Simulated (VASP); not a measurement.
# ZnS (P6_3/mmc) in VASP: further runs

ZnS is run at these levels: PBE, r2SCAN, LDA; tasks: single point.

Everything below comes from runs of VASP 6.6.1. Logs are shortened: lines on timing, memory, paths and dates and some standing lists are left out, and cuts for length are marked.

### Step 1. The cell of the first run

The structure is hexagonal, space group P6_3/mmc (No. 194). The conventional cell has a = 3.590 Å, b = 3.590 Å, c = 5.880 Å, α = 90.00°, β = 90.00°, γ = 120.00°. Zn (site symmetry -3m) has 6 S at 2.54 Å and 2 Zn at 2.94 Å within 3.4 Å. Within 3.4 Å of S (site symmetry -6m2) lie 6 Zn at 2.54 Å.

### Step 2. Single point, PBE

INCAR reads:

```
SYSTEM = ZnS
PREC = Accurate ; ENCUT = 520
EDIFF = 1E-6 ; ISMEAR = 0
SIGMA = 0.01 ; LREAL = .FALSE.
LASPH = .TRUE. ; NELM = 100
ALGO = Normal ; ISIF = 2
LWAVE = .FALSE. ; LCHARG = .TRUE.
GGA = PE ; LELF = .TRUE.
LVHAR = .TRUE. ; NBANDS = 26
```

KPOINTS reads:

```
regular mesh
0
G
  12 12 4
  0 0 0
```

POSCAR reads:

```
ZnS
1.0
    3.5895904813      0.0000000000      0.0000000000
   -1.7947952406      3.1086765460      0.0000000000
    0.0000000000      0.0000000000      5.8799973210
Zn S
2 2
Direct
    0.0000000000      0.0000000000      0.0000000000
    0.0000000000      0.0000000000      0.5000000000
    0.3333333333      0.6666666667      0.2500000000
    0.6666666667      0.3333333333      0.7500000000
```

Potentials or basis: VASP PAW PBE potentials, release 64 (Zn, S).

Command:

```console
$ cat potpaw_PBE.64/Zn/POTCAR potpaw_PBE.64/S/POTCAR > POTCAR
$ mpirun -np 1 vasp_std > vasp.out
```

OUTCAR:

```text
SYSTEM = ZnS
   PREC = Accurate
   ENCUT = 520
   EDIFF = 1E-6
   ISMEAR = 0
   LREAL = .FALSE.
   LASPH = .TRUE.
   NELM = 100
   ISIF = 2
   GGA = PE

 ion  position               nearest neighbor table
   1  0.000  0.000  0.000-   3 2.54   4 2.54   3 2.54   4 2.54   4 2.54   3 2.54   2 2.94   2 2.94

   2  0.000  0.000  0.500-   3 2.54   4 2.54   3 2.54   4 2.54   4 2.54   3 2.54   1 2.94   1 2.94

   3  0.333  0.667  0.250-   1 2.54   2 2.54   1 2.54   2 2.54   1 2.54   2 2.54
   4  0.667  0.333  0.750-   1 2.54   2 2.54   1 2.54   2 2.54   1 2.54   2 2.54

  LATTYP: Found a hexagonal cell.
 ALAT       =     3.5895904813
 C/A-ratio  =     1.6380691200

  Lattice vectors:

 A1 = (   3.5895904813,   0.0000000000,   0.0000000000)
 A2 = (  -1.7947952406,   3.1086765460,   0.0000000000)
 A3 = (   0.0000000000,   0.0000000000,   5.8799973210)

Analysis of symmetry for initial positions (statically):
=====================================================================
 Subroutine PRICEL returns:
 Original cell was already a primitive cell.

 Routine SETGRP: Setting up the symmetry group for a
 hexagonal supercell.

 Subroutine GETGRP returns: Found 24 space group operations
 (whereof 12 operations were pure point group operations)
 out of a pool of 24 trial point group operations.

The static configuration has the point symmetry D_3d.
 The point group associated with its full space group is D_6h.

Analysis of symmetry for dynamics (positions and initial velocities):
=====================================================================
 Subroutine PRICEL returns:
 Original cell was already a primitive cell.

 Routine SETGRP: Setting up the symmetry group for a
 hexagonal supercell.

 Subroutine GETGRP returns: Found 24 space group operations
 (whereof 12 operations were pure point group operations)
 out of a pool of 24 trial point group operations.

The dynamic configuration has the point symmetry D_3d.
 The point group associated with its full space group is D_6h.

 Subroutine INISYM returns: Found 24 space group operations
 (whereof 12 operations are pure point group operations),
 and found     1 'primitive' translations

----------------------------------------------------------------------------------------

                                     Primitive cell

  volume of cell :      65.6142

  direct lattice vectors                    reciprocal lattice vectors
     3.589590481  0.000000000  0.000000000     0.278583311  0.160840149  0.000000000
    -1.794795241  3.108676546  0.000000000     0.000000000  0.321680299  0.000000000
     0.000000000  0.000000000  5.879997321     0.000000000  0.000000000  0.170068105

  length of vectors
     3.589590481  3.589590481  5.879997321     0.321680299  0.321680299  0.170068105

  position of ions in fractional coordinates (direct lattice)
     0.000000000  0.000000000  0.000000000
     0.000000000  0.000000000  0.500000000
     0.333333333  0.666666667  0.250000000
     0.666666667  0.333333333  0.750000000

  ion indices of the primitive-cell ions
   primitive index   ion index
                 1           1
                 2           2
                 3           3
                 4           4

----------------------------------------------------------------------------------------

 KPOINTS: regular mesh

Automatic generation of k-mesh.
 Grid dimensions read from file:
 generate k-points for:   12   12    4

 Generating k-lattice:

  Cartesian coordinates                     Fractional coordinates (reciprocal lattice)
     0.023215276  0.013403346  0.000000000     0.083333333  0.000000000  0.000000000
     0.000000000  0.026806692  0.000000000     0.000000000  0.083333333  0.000000000
     0.000000000  0.000000000  0.042517026     0.000000000  0.000000000  0.250000000

  Length of vectors
     0.026806692  0.026806692  0.042517026

  Shift w.r.t. Gamma in fractional coordinates (k-lattice)
     0.000000000  0.000000000  0.000000000

 Subroutine IBZKPT returns following result:
 ===========================================

 Found     57 irreducible k-points:

 Following reciprocal coordinates:
            Coordinates               Weight
  0.000000  0.000000  0.000000      1.000000
  0.083333 -0.000000  0.000000      6.000000
  0.166667  0.000000  0.000000      6.000000
  0.250000  0.000000  0.000000      6.000000
  0.333333  0.000000  0.000000      6.000000
  0.416667 -0.000000  0.000000      6.000000
[... 16 lines left out ...]
  0.250000  0.000000  0.250000     12.000000
  0.333333  0.000000  0.250000     12.000000
 [... further k-points ...]
   k-points           NKPTS =     57   k-points in BZ     NKDIM =     57   number of bands    NBANDS=     26
   number of dos      NEDOS =    301   number of ions     NIONS =      4
   total plane-waves  NPLWV =  37632
   dimension x,y,z NGX =    28 NGY =   28 NGZ =   48
   dimension x,y,z NGXF=    56 NGYF=   56 NGZF=   96
   ions per type =               2   2
   NGX,Y,Z   is equivalent  to a cutoff of  12.97, 12.97, 13.57 a.u.
   NGXF,Y,Z  is equivalent  to a cutoff of  25.94, 25.94, 27.14 a.u.
 SYSTEM =  ZnS
   PREC   = accura    normal or accurate (medium, high low for compatibility)
   ISTART =      0    job   : 0-new  1-cont  2-samecut
   ICHARG =      2    charge: 1-file 2-atom 10-const
   ISPIN  =      1    spin polarized calculation?
   LNONCOLLINEAR =      F non collinear calculations
   LSORBIT =      F    spin-orbit coupling
   LASPH  =      T    aspherical Exc in radial PAW
   ENCUT  =  520.0 eV  38.22 Ry    6.18 a.u.   6.67  6.67 10.93*2*pi/ulx,y,z
   NELM   =    100;   NELMIN=  2; NELMDL= -5     # of ELM steps
   EDIFF  = 0.1E-05   stopping-criterion for ELM
   LREAL  =      F    real-space projection
   EDIFFG = 0.1E-04   stopping-criterion for IOM
   NSW    =      0    number of steps for IOM
   IBRION =     -1    ionic relax: 0-MD 1-quasi-New 2-CG
   NFREE  =      0    steps in history (QN), initial steepest desc. (CG)
   ISIF   =      2    stress and relaxation
   ISYM   =      2    0-nonsym 1-usesym 2-fastsym
   POTIM  = 0.5000    time-step for ionic-motion
   TEBEG  =    0.0;   TEEND  =   0.0 temperature during run
   PSTRESS=    0.0 pullay stress
   NELECT =      36.0000    total number of electrons
   NUPDOWN=      -1.0000    fix difference up-down
   EMIN   =  10.00;   EMAX   =-10.00  energy-range for DOS
   EFERMI =   0.00;   METHOD = LEGACY
   ISMEAR =     0;   SIGMA  =   0.01  broadening in eV -4-tet -1-fermi 0-gaus
   EFERMI_NEDOS =   21; number of points for ismear=-14 and -15
   IALGO  =     38    algorithm
   IMIX   =      4    mixing-type and parameters
     AMIX     =   0.40;   BMIX     =  1.00
     AMIX_MAG =   1.60;   BMIX_MAG =  1.00
  volume/ion in A,a.u.               =      16.40       110.70
  Fermi-wavevector in a.u.,A,eV,Ry     =   1.340221  2.532651 24.438687  1.796193
  Thomas-Fermi vector in A             =   2.468551
   LORBIT       =      0    0 simple, 1 ext, 2 COOP (PROOUT), +10 PAW based schemes
   GGA     = PE    functional components
   LHFCALC =     F    Hartree Fock is set to
   AEXX    =    0.0000 exact exchange contribution
   IVDW    =     0    specifies the selected vdW correction
   LEPSILON=     F    determine dielectric tensor
   LRPA    =     F    only Hartree local field effects (RPA)
 non-spin polarized calculation
 Gauss-broadening in eV      SIGMA  =   0.01
  energy-cutoff  :      520.00
  volume of cell :       65.61
 maximum number of plane-waves:      1786
 NGX is ok and might be reduce to    28
   NGX = 13   NGY = 13   NGZ = 21

 number of electron      36.0000027 magnetization

 Free energy of the ion-electron system (eV)
  ---------------------------------------------------
  ext. energy  EPLUGINS =         0.00000000
  ---------------------------------------------------
  free energy    TOTEN  =       -12.33541468 eV

  energy without entropy =      -12.33541468  energy(sigma->0) =      -12.33541468

 E-fermi :   4.0667     XC(G=0): -10.8250

 val. band max:        3.9563649076   @ k =   0.1667   0.0000   0.0000
 cond. band min:       4.3268717160   @ k =   0.3333   0.3333   0.0000
 fundamental gap:      0.3705068084
 Fermi energy:         4.0667180172

 k-point     1 :       0.0000    0.0000    0.0000
  band No.  band energies     occupation
      1      -9.9506      2.00000
      2      -8.2701      2.00000
      3      -3.2354      2.00000
      4      -2.7591      2.00000
      5      -2.7591      2.00000
      6      -2.6688      2.00000
[... 18 lines left out ...]
     25      12.8217      0.00000
     26      12.8217      0.00000

 k-point     2 :       0.0833   -0.0000    0.0000
  band No.  band energies     occupation
      1      -9.8770      2.00000
      2      -8.2430      2.00000
      3      -3.1600      2.00000
      4      -2.7543      2.00000
      5      -2.7326      2.00000
      6      -2.6685      2.00000
[... 18 lines left out ...]
     25      12.8484      0.00000
     26      12.9297      0.00000

 k-point     3 :       0.1667    0.0000    0.0000
  band No.  band energies     occupation
      1      -9.6626      2.00000
      2      -8.1696      2.00000
      3      -2.9549      2.00000
      4      -2.7463      2.00000
      5      -2.6806      2.00000
      6      -2.6437      2.00000
[... 18 lines left out ...]
     25      11.9578      0.00000
     26      12.8270      0.00000

 k-point     4 :       0.2500    0.0000    0.0000
  band No.  band energies     occupation
      1      -9.3284      2.00000
      2      -8.0750      2.00000
      3      -2.7479      2.00000
      4      -2.7289      2.00000
      5      -2.7189      2.00000
      6      -2.5354      2.00000
[... 18 lines left out ...]
     25      12.3362      0.00000
     26      12.7329      0.00000

 k-point     5 :       0.3333    0.0000    0.0000
  band No.  band energies     occupation
      1      -8.9177      2.00000
      2      -8.0019      2.00000
      3      -2.8938      2.00000
      4      -2.7617      2.00000
      5      -2.6935      2.00000
      6      -2.5738      2.00000
[... 18 lines left out ...]
     25      12.6540      0.00000
     26      14.0530      0.00000

 k-point     6 :       0.4167   -0.0000    0.0000
  band No.  band energies     occupation
      1      -8.5070      2.00000
      2      -8.0087      2.00000
      3      -3.1932      2.00000
      4      -2.7775      2.00000
      5      -2.7292      2.00000
      6      -2.5930      2.00000
[... 427 lines left out ...]
 k-point    21 :       0.0833   -0.0000    0.2500
  band No.  band energies     occupation
      1      -9.6977      2.00000
      2      -8.5739      2.00000
      3      -2.8798      2.00000
      4      -2.6952      2.00000
      5      -2.6395      2.00000
      6      -2.6170      2.00000
[... 18 lines left out ...]
     25      11.8718      0.00000
     26      12.7289      0.00000

 k-point    22 :       0.1667    0.0000    0.2500
  band No.  band energies     occupation
      1      -9.4933      2.00000
      2      -8.4600      2.00000
      3      -2.8678      2.00000
      4      -2.6865      2.00000
      5      -2.6119      2.00000
      6      -2.5374      2.00000
[... 18 lines left out ...]
     25      11.7870      0.00000
     26      12.7434      0.00000

 k-point    23 :       0.2500    0.0000    0.2500
  band No.  band energies     occupation
      1      -9.1779      2.00000
      2      -8.3023      2.00000
      3      -2.8161      2.00000
      4      -2.6863      2.00000
      5      -2.6590      2.00000
      6      -2.5854      2.00000
[... 18 lines left out ...]
     25      12.6127      0.00000
     26      12.7171      0.00000

 k-point    24 :       0.3333    0.0000    0.2500
  band No.  band energies     occupation
      1      -8.7975      2.00000
      2      -8.1515      2.00000
      3      -2.8771      2.00000
      4      -2.6974      2.00000
      5      -2.6934      2.00000
      6      -2.5827      2.00000
[... 18 lines left out ...]
     25      13.3685      0.00000
     26      13.6185      0.00000

 [... further k-points ...]
[... 5 lines left out ...]
  --------------------------------------------------------------------------------------
  -------------------------------------------------------------------------------------
  Total        1.0476665      1.0476665      0.9349616      0.0000000      0.0000000      0.0000000
  in kB       25.5820922     25.5820922     22.8300467      0.0000000      0.0000000      0.0000000
  external PRESSURE =      24.6647437 kB  Pullay stress =       0.0000000 kB

 VOLUME and BASIS-vectors are now :
 -----------------------------------------------------------------------------
  energy-cutoff  :      520.00
  volume of cell :       65.61
      direct lattice vectors                 reciprocal lattice vectors
     3.589590481  0.000000000  0.000000000     0.278583311  0.160840149  0.000000000
    -1.794795241  3.108676546  0.000000000     0.000000000  0.321680299  0.000000000
     0.000000000  0.000000000  5.879997321     0.000000000  0.000000000  0.170068105

 POSITION                                       TOTAL-FORCE (eV/Angst)
 -----------------------------------------------------------------------------------
      0.00000      0.00000      0.00000        -0.000000      0.000000     -0.000000
      0.00000      0.00000      2.94000        -0.000000      0.000000     -0.000000
     -0.00000      2.07245      1.47000         0.000000      0.000000      0.000000
      1.79480      1.03623      4.41000         0.000000     -0.000000     -0.000000
 -----------------------------------------------------------------------------------
    total drift:                               -0.000000     -0.000000      0.000000

  FREE ENERGIE OF THE ION-ELECTRON SYSTEM (eV)
  ---------------------------------------------------
  free  energy   TOTEN  =       -12.3354146782 eV

  energy  without entropy=      -12.3354146782  energy(sigma->0) =      -12.33541468
```

Wall time 65 s (1 thread of Intel Xeon Platinum 8259CL at 2.50GHz (Skylake/Cascade Lake), shared host); peak memory 0.22 GiB.

Results:

- Free energy: -12.3354 eV
- Pressure: 2.5 GPa
- Band gap on the k mesh: 0.37 eV, indirect (least direct gap 1.68 eV)

Levels at points of the mesh, in eV from the valence-band top:
| k point | band 16 | band 17 | band 18 | band 19 | band 20 | band 21 |
| --- | --- | --- | --- | --- | --- | --- |
| (0.00, 0.00, 0.00) | -0.61 | -0.11 | -0.11 | 1.57 | 3.66 | 6.64 |
| (0.50, 0.00, 0.00) | -2.55 | -2.05 | -0.11 | 2.55 | 3.45 | 4.06 |
| (0.00, 0.00, 0.50) | -0.36 | -0.36 | -0.36 | 3.69 | 3.69 | 6.83 |
| (0.50, 0.00, 0.50) | -1.54 | -1.50 | -1.50 | 2.08 | 2.08 | 5.51 |

A k mesh can miss the band edges.

### Step 3. Single point, r2SCAN

POSCAR is that of step 2.

INCAR.step1 reads:

```
PREC = Accurate ; ENCUT = 520
ISMEAR = 0 ; SIGMA = 0.01
LREAL = F ; LASPH = T
NELM = 100 ; NBANDS = 26
GGA = PE ; ALGO = Normal
EDIFF = 1E-4 ; LWAVE = T
LCHARG = F
```

INCAR.step2 reads:

```
PREC = Accurate ; ENCUT = 520
EDIFF = 1E-7 ; ISMEAR = 0
SIGMA = 0.01 ; LREAL = F
LASPH = T ; NELM = 100
ALGO = Normal ; ISIF = 2
LWAVE = F ; LCHARG = F
METAGGA = R2SCAN ; LMIXTAU = T
NBANDS = 26 ; ISTART = 1
```

KPOINTS reads:

```
Automatic mesh
0
Gamma
  12 12 4
```

Potentials or basis: VASP PAW PBE potentials, release 64 (Zn, S).

Command:

```console
$ cat potpaw_PBE.64/Zn/POTCAR potpaw_PBE.64/S/POTCAR > POTCAR
$ cp INCAR.step1 INCAR
$ mpirun -np 1 vasp_std > vasp.out
$ cp INCAR.step2 INCAR
$ mpirun -np 1 vasp_std > vasp.out
```

It took 5.9 min on 1 thread of Intel Xeon Platinum 8259CL at 2.50GHz (Skylake/Cascade Lake), shared host; peak memory 0.25 GiB.

It converged, with:

* Free energy: -36.3726 eV
* Pressure: 0.2 GPa
* Band gap on the k mesh: 0.82 eV, indirect (least direct gap 2.38 eV)

Stress tensor (GPa, compression positive):
```
0.21 0.00 0.00
0.00 0.21 0.00
0.00 0.00 0.04
```

Levels at points of the mesh, in eV from the valence-band top:
| k point | band 16 | band 17 | band 18 | band 19 | band 20 | band 21 |
| --- | --- | --- | --- | --- | --- | --- |
| (0.00, 0.00, 0.00) | -0.62 | -0.11 | -0.11 | 2.27 | 4.26 | 7.20 |
| (0.50, 0.00, 0.00) | -2.61 | -1.97 | -0.11 | 2.93 | 3.89 | 4.65 |
| (0.00, 0.00, 0.50) | -0.37 | -0.37 | -0.37 | 4.32 | 4.32 | 7.36 |
| (0.50, 0.00, 0.50) | -1.55 | -1.52 | -1.52 | 2.55 | 2.55 | 5.97 |

Caveat: the PAW data sets were made with another functional, which shifts forces and pressure a little. r2SCAN opens gaps a little over a GGA but as a rule still falls short of measured ones.

(Continued in part 2 of 3.)
